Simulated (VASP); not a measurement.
Input of a VASP 6.6.1 run:

File INCAR:

```
ALGO = Normal
EDIFF = 1E-6
ENCUT = 520
GGA = PE
ISIF = 2
ISMEAR = 1
LASPH = True
LCHARG = True
LELF = True
LREAL = False
LVHAR = True
LWAVE = False
NBANDS = 18
NELM = 60
PREC = Accurate
SIGMA = 0.1
```

The input KPOINTS:

```
k-points
0
Gamma
  11 11 6
```

The input POSCAR:

```
Sc
1.0
    3.3193628924      0.0000000000      0.0000000000
   -1.6596814462      2.8746525892      0.0000000000
    0.0000000000      0.0000000000      5.1842605006
Sc
2
Direct
    0.3333333333      0.6666666667      0.2500000000
    0.6666666667      0.3333333333      0.7500000000
```

Potentials or basis: VASP PAW PBE potentials, release 64 (Sc_sv).

The run is started by

```console
$ cat potpaw_PBE.64/Sc_sv/POTCAR > POTCAR
$ mpirun -np 1 vasp_std > vasp.out
```

(1) Estimate the band gap on the k mesh.

(2) Estimate the pressure.

Results:

(1) zero (band 11 reaches 4.63 eV, above the bottom of band 12 at 3.17 eV).

(2) -0.3 GPa.
